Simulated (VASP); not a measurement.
# Ti3Ag (P4/mmm) in VASP: notebook

Ti3Ag is run at these levels: LDA; tasks: single point.

All numbers are computed with VASP 6.6.1; they aren't measurements. Logs are shortened: lines on timing, memory, paths and dates and some standing lists are left out, and cuts for length are marked.

### Step 1. The cell of the first run

Symmetry: P4/mmm, No. 123, tetragonal system. Conventional cell: a = 4.130 Å, b = 4.130 Å, c = 3.897 Å, α = 90.00°, β = 90.00°, γ = 90.00°. Within 3.7 Å of Ti (site symmetry mmm) lie 8 Ti at 2.84 to 2.92 Å and 4 Ag at 2.84 Å. Within 3.7 Å of Ti (site symmetry 4/mmm) lie 8 Ti at 2.84 Å and 4 Ag at 2.92 Å. Within 3.7 Å of Ag (site symmetry 4/mmm) lie 12 Ti at 2.84 to 2.92 Å.

### Step 2. Single point, LDA (16.62 Å³/atom)

Input file INCAR:

```
  PREC = Accurate
  ENCUT = 520
  EDIFF = 1E-7
  ISMEAR = -1
  SIGMA = 0.08
  LREAL = False
  LASPH = True
  NELM = 100
  ALGO = Normal
  ISIF = 2
  LWAVE = False
  LCHARG = False
  GGA = CA
  NBANDS = 32
```

Input file KPOINTS:

```
Automatic mesh
0
Gamma
  9 9 9
```

Input file POSCAR:

```
Ti3Ag
1.0
    4.1304119821      0.0000000000      0.0000000000
    0.0000000000      4.1304119821      0.0000000000
    0.0000000000      0.0000000000      3.8966150774
Ti Ag
3 1
Direct
    0.0000000000      0.5000000000      0.5000000000
    0.5000000000      0.0000000000      0.5000000000
    0.5000000000      0.5000000000      0.0000000000
    0.0000000000      0.0000000000      0.0000000000
```

Potentials or basis: VASP PAW LDA potentials, release 64 (Ti_sv, Ag).

Started as:

```console
$ cat potpaw_LDA.64/Ti_sv/POTCAR potpaw_LDA.64/Ag/POTCAR > POTCAR
$ mpirun -np 1 vasp_std > vasp.out
```

OUTCAR:

```text
PREC = Accurate
   ENCUT = 520
   EDIFF = 1E-7
   ISMEAR = -1
   LREAL = False
   LASPH = True
   NELM = 100
   ISIF = 2
   GGA = CA

 ion  position               nearest neighbor table
   1  0.000  0.500  0.500-   3 2.84   4 2.84   3 2.84   4 2.84   4 2.84   4 2.84   3 2.84   3 2.84
                             2 2.92   2 2.92   2 2.92   2 2.92
   2  0.500  0.000  0.500-   3 2.84   4 2.84   3 2.84   4 2.84   3 2.84   3 2.84   4 2.84   4 2.84
                             1 2.92   1 2.92   1 2.92   1 2.92
   3  0.500  0.500  0.000-   1 2.84   2 2.84   1 2.84   2 2.84   2 2.84   2 2.84   1 2.84   1 2.84
                             4 2.92   4 2.92   4 2.92   4 2.92
   4  0.000  0.000  0.000-   1 2.84   2 2.84   1 2.84   2 2.84   1 2.84   1 2.84   2 2.84   2 2.84
                             3 2.92   3 2.92   3 2.92   3 2.92

  LATTYP: Found a simple tetragonal cell.
 ALAT       =     4.1304119821
 C/A-ratio  =     0.9433962264

  Lattice vectors:

 A1 = (   4.1304119821,   0.0000000000,   0.0000000000)
 A2 = (   0.0000000000,   4.1304119821,   0.0000000000)
 A3 = (   0.0000000000,   0.0000000000,   3.8966150774)

Analysis of symmetry for initial positions (statically):
=====================================================================
 Subroutine PRICEL returns:
 Original cell was already a primitive cell.

 Routine SETGRP: Setting up the symmetry group for a
 simple tetragonal supercell.

 Subroutine GETGRP returns: Found 16 space group operations
 (whereof 16 operations were pure point group operations)
 out of a pool of 16 trial point group operations.

The static configuration has the point symmetry D_4h.

Analysis of symmetry for dynamics (positions and initial velocities):
=====================================================================
 Subroutine PRICEL returns:
 Original cell was already a primitive cell.

 Routine SETGRP: Setting up the symmetry group for a
 simple tetragonal supercell.

 Subroutine GETGRP returns: Found 16 space group operations
 (whereof 16 operations were pure point group operations)
 out of a pool of 16 trial point group operations.

The dynamic configuration has the point symmetry D_4h.

 Subroutine INISYM returns: Found 16 space group operations
 (whereof 16 operations are pure point group operations),
 and found     1 'primitive' translations

----------------------------------------------------------------------------------------

                                     Primitive cell

  volume of cell :      66.4774

  direct lattice vectors                    reciprocal lattice vectors
     4.130411982  0.000000000  0.000000000     0.242106600  0.000000000  0.000000000
     0.000000000  4.130411982  0.000000000     0.000000000  0.242106600  0.000000000
     0.000000000  0.000000000  3.896615077     0.000000000  0.000000000  0.256632996

  length of vectors
     4.130411982  4.130411982  3.896615077     0.242106600  0.242106600  0.256632996

  position of ions in fractional coordinates (direct lattice)
     0.000000000  0.500000000  0.500000000
     0.500000000  0.000000000  0.500000000
     0.500000000  0.500000000  0.000000000
     0.000000000  0.000000000  0.000000000

  ion indices of the primitive-cell ions
   primitive index   ion index
                 1           1
                 2           2
                 3           3
                 4           4

----------------------------------------------------------------------------------------

 KPOINTS: Automatic mesh

Automatic generation of k-mesh.
 Grid dimensions read from file:
 generate k-points for:    9    9    9

 Generating k-lattice:

  Cartesian coordinates                     Fractional coordinates (reciprocal lattice)
     0.026900733  0.000000000  0.000000000     0.111111111  0.000000000  0.000000000
     0.000000000  0.026900733  0.000000000     0.000000000  0.111111111  0.000000000
     0.000000000  0.000000000  0.028514777     0.000000000  0.000000000  0.111111111

  Length of vectors
     0.026900733  0.026900733  0.028514777

  Shift w.r.t. Gamma in fractional coordinates (k-lattice)
     0.000000000  0.000000000  0.000000000

 Subroutine IBZKPT returns following result:
 ===========================================

 Found     75 irreducible k-points:

 Following reciprocal coordinates:
            Coordinates               Weight
  0.000000  0.000000  0.000000      1.000000
  0.111111  0.000000  0.000000      4.000000
  0.222222  0.000000  0.000000      4.000000
  0.333333  0.000000  0.000000      4.000000
  0.444444  0.000000  0.000000      4.000000
  0.111111  0.111111  0.000000      4.000000
[... 16 lines left out ...]
  0.333333  0.111111  0.111111     16.000000
  0.444444  0.111111  0.111111     16.000000
 [... further k-points ...]
   k-points           NKPTS =     75   k-points in BZ     NKDIM =     75   number of bands    NBANDS=     32
   number of dos      NEDOS =    301   number of ions     NIONS =      4
[... 50 lines left out ...]
 maximum number of plane-waves:      1807
 NGX is ok and might be reduce to    32
   NGX = 15   NGY = 15   NGZ = 15

 number of electron      47.0000004 magnetization

 Free energy of the ion-electron system (eV)
  ---------------------------------------------------
  ext. energy  EPLUGINS =         0.00000000
  ---------------------------------------------------
  free energy    TOTEN  =       -29.22915116 eV

  energy without entropy =      -29.07856178  energy(sigma->0) =      -29.15385647

 E-fermi :   8.5471     XC(G=0): -12.1883

 val. band max:        8.5462547997   @ k =   0.4444   0.3333   0.3333
 cond. band min:       8.5590866644   @ k =   0.3333   0.2222   0.0000
 fundamental gap:      0.0128318647
 Fermi energy:         8.5470824526

 k-point     1 :       0.0000    0.0000    0.0000
  band No.  band energies     occupation
      1     -47.4547      2.00000
      2     -47.3387      2.00000
      3     -47.2378      2.00000
      4     -24.2778      2.00000
      5     -24.2778      2.00000
      6     -24.2522      2.00000
[... 24 lines left out ...]
     31      11.7640      0.00000
     32      11.8815      0.00000

 k-point     2 :       0.1111    0.0000    0.0000
  band No.  band energies     occupation
      1     -47.4509      2.00000
      2     -47.3411      2.00000
      3     -47.2391      2.00000
      4     -24.2695      2.00000
      5     -24.2642      2.00000
      6     -24.2439      2.00000
[... 24 lines left out ...]
     31      11.7189      0.00000
     32      11.8200      0.00000

 k-point     3 :       0.2222    0.0000    0.0000
  band No.  band energies     occupation
      1     -47.4400      2.00000
      2     -47.3487      2.00000
      3     -47.2423      2.00000
      4     -24.2462      2.00000
      5     -24.2250      2.00000
      6     -24.2208      2.00000
[... 24 lines left out ...]
     31      11.4700      0.00000
     32      11.5462      0.00000

 k-point     4 :       0.3333    0.0000    0.0000
  band No.  band energies     occupation
      1     -47.4240      2.00000
      2     -47.3611      2.00000
      3     -47.2457      2.00000
      4     -24.2132      2.00000
      5     -24.1896      2.00000
      6     -24.1663      2.00000
[... 24 lines left out ...]
     31      11.0073      0.00000
     32      11.1220      0.00000

 k-point     5 :       0.4444    0.0000    0.0000
  band No.  band energies     occupation
      1     -47.4071      2.00000
      2     -47.3758      2.00000
      3     -47.2478      2.00000
      4     -24.1837      2.00000
      5     -24.1635      2.00000
      6     -24.1068      2.00000
[... 584 lines left out ...]
     31      11.5582      0.00000
     32      11.7356      0.00000

 k-point    22 :       0.2222    0.1111    0.1111
  band No.  band energies     occupation
      1     -47.4337      2.00000
      2     -47.3502      2.00000
      3     -47.2468      2.00000
      4     -24.2696      2.00000
      5     -24.2003      2.00000
      6     -24.1789      2.00000
[... 24 lines left out ...]
     31      11.4096      0.00000
     32      11.5691      0.00000

 k-point    23 :       0.3333    0.1111    0.1111
  band No.  band energies     occupation
      1     -47.4186      2.00000
      2     -47.3616      2.00000
      3     -47.2502      2.00000
      4     -24.2425      2.00000
      5     -24.1677      2.00000
      6     -24.1409      2.00000
[... 24 lines left out ...]
     31      11.1356      0.00000
     32      11.3779      0.00000

 k-point    24 :       0.4444    0.1111    0.1111
  band No.  band energies     occupation
      1     -47.4024      2.00000
      2     -47.3755      2.00000
      3     -47.2523      2.00000
      4     -24.2058      2.00000
      5     -24.1416      2.00000
      6     -24.1316      2.00000
[... 24 lines left out ...]
     31      10.8810      0.00000
     32      11.0478      0.00000

 [... further k-points ...]

------------------------ aborting loop because EDIFF is reached ----------------------------------------

  FORCE on cell =-STRESS in cart. coord.  units (eV):
  Direction    XX          YY          ZZ          XY          YZ          ZX
  --------------------------------------------------------------------------------------
  -------------------------------------------------------------------------------------
  Total       -2.6475216     -2.6475216     -1.7399138      0.0000000      0.0000000      0.0000000
  in kB      -63.8081041    -63.8081041    -41.9337862      0.0000000      0.0000000      0.0000000
  external PRESSURE =     -56.5166648 kB  Pullay stress =       0.0000000 kB

 VOLUME and BASIS-vectors are now :
 -----------------------------------------------------------------------------
  energy-cutoff  :      520.00
  volume of cell :       66.48
      direct lattice vectors                 reciprocal lattice vectors
     4.130411982  0.000000000  0.000000000     0.242106600  0.000000000  0.000000000
     0.000000000  4.130411982  0.000000000     0.000000000  0.242106600  0.000000000
     0.000000000  0.000000000  3.896615077     0.000000000  0.000000000  0.256632996

 POSITION                                       TOTAL-FORCE (eV/Angst)
 -----------------------------------------------------------------------------------
      0.00000      2.06521      1.94831         0.000000      0.000000      0.000000
      2.06521      0.00000      1.94831         0.000000      0.000000      0.000000
      2.06521      2.06521      0.00000         0.000000      0.000000      0.000000
      0.00000      0.00000      0.00000         0.000000      0.000000      0.000000
 -----------------------------------------------------------------------------------
    total drift:                                0.000000     -0.000000     -0.000000

  FREE ENERGIE OF THE ION-ELECTRON SYSTEM (eV)
  ---------------------------------------------------
  free  energy   TOTEN  =       -29.2291511591 eV

  energy  without entropy=      -29.0785617758  energy(sigma->0) =      -29.15385647
```

Wall time 72 s (1 thread of Intel Xeon Platinum 8559C (Emerald Rapids), shared host); peak memory 0.25 GiB.

What came out:

```
Free energy            : -29.2292 eV
Pressure               : -5.7 GPa
Band gap on the k mesh : zero (an odd number of electrons rules out a gap without spin polarisation)
```

Stress tensor (GPa, compression positive):
```
-6.38  0.00  0.00
 0.00 -6.38  0.00
 0.00  0.00 -4.19
```

Levels at points of the mesh, in eV from the Fermi level:
| k point | band 22 | band 23 | band 24 | band 25 | band 26 | band 27 |
| --- | --- | --- | --- | --- | --- | --- |
| (0.00, 0.00, 0.00) | -0.52 | -0.24 | 0.06 | 2.24 | 2.24 | 2.34 |

Caveat: the cell stands under tension.

### Step 3. Single point, LDA (17.14 Å³/atom)

This run uses another cell than the first one, of 17.14 Å³/atom.

Input file INCAR:

```
SYSTEM = Ti3Ag
PREC     = Accurate       ! precision mode
ENCUT    = 520            ! plane-wave cutoff, eV
EDIFF    = 1E-7           ! SCF threshold, eV
ISMEAR   = -1             ! smearing method
SIGMA    = 0.08           ! smearing width, eV
LREAL    = .False.        ! projectors in reciprocal space
LASPH    = .True.         ! aspherical terms in the spheres
NELM     = 60             ! most SCF steps
ALGO     = Normal         ! electronic algorithm
ISIF     = 2              ! what is computed and relaxed
LWAVE    = .False.        ! write WAVECAR
LCHARG   = .False.        ! write CHGCAR
GGA      = CA             ! functional
NBANDS   = 32             ! bands
```

Input file KPOINTS:

```
Automatic mesh
0
Gamma
  9 9 9
  0 0 0
```

Input file POSCAR:

```
Ti3Ag
1.0
    4.1729965509      0.0000000000      0.0000000000
    0.0000000000      4.1729965509      0.0000000000
    0.0000000000      0.0000000000      3.9367891990
Ti Ag
3 1
Direct
    0.0000000000      0.5000000000      0.5000000000
    0.5000000000      0.0000000000      0.5000000000
    0.5000000000      0.5000000000      0.0000000000
    0.0000000000      0.0000000000      0.0000000000
```

Potentials or basis: VASP PAW LDA potentials, release 64 (Ti_sv, Ag).

Started as:

```console
$ cat potpaw_LDA.64/Ti_sv/POTCAR potpaw_LDA.64/Ag/POTCAR > POTCAR
$ mpirun -np 1 vasp_std > vasp.out
```

It took 80 s on 1 thread of Intel Xeon Platinum 8559C (Emerald Rapids), shared host; peak memory 0.25 GiB.

Results (log left out):

```
Free energy            : -29.1355 eV
Pressure               : -8.8 GPa
Band gap on the k mesh : zero (an odd number of electrons rules out a gap without spin polarisation)
```

Stress tensor (GPa, compression positive):
```
-9.56  0.00  0.00
 0.00 -9.56  0.00
 0.00  0.00 -7.41
```

Levels at points of the mesh, in eV from the Fermi level:
| k point | band 21 | band 22 | band 23 | band 24 | band 25 | band 26 | band 27 | band 28 |
| --- | --- | --- | --- | --- | --- | --- | --- | --- |
| (0.00, 0.00, 0.00) | -0.54 | -0.50 | -0.25 | 0.03 | 2.15 | 2.15 | 2.25 | 2.25 |

Caveat: the cell stands under tension.

### Step 4. Single point, LDA (17.66 Å³/atom)

This run uses another cell than the first one, of 17.66 Å³/atom.

Input file INCAR:

```
ALGO = Normal ; EDIFF = 1E-6
ENCUT = 520 ; ISIF = 2
ISMEAR = -1 ; LASPH = T
LCHARG = F ; LREAL = F
LWAVE = F ; NBANDS = 32
NELM = 60 ; PREC = Accurate
SIGMA = 0.08
```

Input file KPOINTS:

```
k-points
0
Gamma
  9 9 9
```

Input file POSCAR:

```
Ti3Ag
1.0
    4.2147292849      0.0000000000      0.0000000000
    0.0000000000      4.2147292849      0.0000000000
    0.0000000000      0.0000000000      3.9761597028
Ti Ag
3 1
Direct
    0.0000000000      0.5000000000      0.5000000000
    0.5000000000      0.0000000000      0.5000000000
    0.5000000000      0.5000000000      0.0000000000
    0.0000000000      0.0000000000      0.0000000000
```

Started as:

```console
$ cat potpaw_LDA.64/Ti_sv/POTCAR potpaw_LDA.64/Ag/POTCAR > POTCAR
$ mpirun -np 1 vasp_std > vasp.out
```

It took 78 s on 1 thread of Intel Xeon Platinum 8559C (Emerald Rapids), shared host; peak memory 0.26 GiB.

Results (log left out):

* Free energy: -29.0038 eV
* Pressure: -11.5 GPa
* Band gap on the k mesh: zero (an odd number of electrons rules out a gap without spin polarisation)

Stress tensor (GPa, compression positive):
```
-12.24   0.00   0.00
  0.00 -12.24   0.00
  0.00   0.00 -10.13
```

Levels at points of the mesh, in eV from the Fermi level:
| k point | band 22 | band 23 | band 24 | band 25 | band 26 | band 27 |
| --- | --- | --- | --- | --- | --- | --- |
| (0.00, 0.00, 0.00) | -0.48 | -0.26 | 0.01 | 2.07 | 2.07 | 2.16 |

Caveat: the cell stands under tension.

### Step 5. Single point, LDA (18.35 Å³/atom)

This run uses another cell than the first one, of 18.35 Å³/atom.

Input file INCAR:

```
PREC     = Accurate       # precision mode
ENCUT    = 520            # plane-wave cutoff, eV
EDIFF    = 1E-6           # SCF threshold, eV
ISMEAR   = -1             # smearing method
SIGMA    = 0.08           # smearing width, eV
LREAL    = False          # projectors in reciprocal space
LASPH    = True           # aspherical terms in the spheres
NELM     = 60             # most SCF steps
ALGO     = Normal         # electronic algorithm
ISIF     = 2              # what is computed and relaxed
LWAVE    = False          # write WAVECAR
LCHARG   = True           # write CHGCAR
GGA      = CA             # functional
LELF     = True           # ELF
LVHAR    = True         
NBANDS   = 32             # bands
```

Input file KPOINTS:

```
Automatic mesh
0
Gamma
  9 9 9
```

Input file POSCAR:

```
Ti3Ag
1.0
    4.2691188875      0.0000000000      0.0000000000
    0.0000000000      4.2691188875      0.0000000000
    0.0000000000      0.0000000000      4.0274706486
Ti Ag
3 1
Direct
    0.0000000000      0.5000000000      0.5000000000
    0.5000000000      0.0000000000      0.5000000000
    0.5000000000      0.5000000000      0.0000000000
    0.0000000000      0.0000000000      0.0000000000
```

Started as:

```console
$ cat potpaw_LDA.64/Ti_sv/POTCAR potpaw_LDA.64/Ag/POTCAR > POTCAR
$ mpirun -np 1 vasp_std > vasp.out
```

Wall time 80 s (1 thread of Intel Xeon Platinum 8559C (Emerald Rapids), shared host); peak memory 0.26 GiB.

The run converged. Its results:

| Item | Value |
| --- | --- |
| Free energy | -28.7792 eV |
| Pressure | -14.5 GPa |
| Band gap on the k mesh | zero (an odd number of electrons rules out a gap without spin polarisation) |

Stress tensor (GPa, compression positive):
```
-15.15   0.00   0.00
  0.00 -15.15   0.00
  0.00   0.00 -13.12
```

Levels at points of the mesh, in eV from the Fermi level:
```
           k point  band 20  band 21  band 22  band 23  band 24  band 25  band 26  band 27  band 28  band 29
(0.00, 0.00, 0.00)    -0.49    -0.49    -0.46    -0.27    -0.01     1.98     1.98     2.04     2.04     2.08
```

Caveat: the cell stands under tension.

### Step 6. The runs side by side

| cell | gap on the mesh (eV) | pressure (GPa) |
| --- | --- | --- |
| a = 4.130, b = 4.130, c = 3.897 Å, 4 atoms | none | -5.7 |
| a = 4.173, b = 4.173, c = 3.937 Å, 4 atoms | none | -8.8 |
| a = 4.215, b = 4.215, c = 3.976 Å, 4 atoms | none | -11.5 |
| a = 4.269, b = 4.269, c = 4.027 Å, 4 atoms | none | -14.5 |

Alike in all rows: task single point; level LDA; potentials or basis VASP PAW LDA potentials, release 64 (Ti_sv, Ag); no spin polarisation; k mesh 9 × 9 × 9; cutoff (eV) 520; smearing fermi-dirac 0.08 eV.

Caveats: the cell stands under tension.

Absolute energies hang on the potentials; compare differences alone.
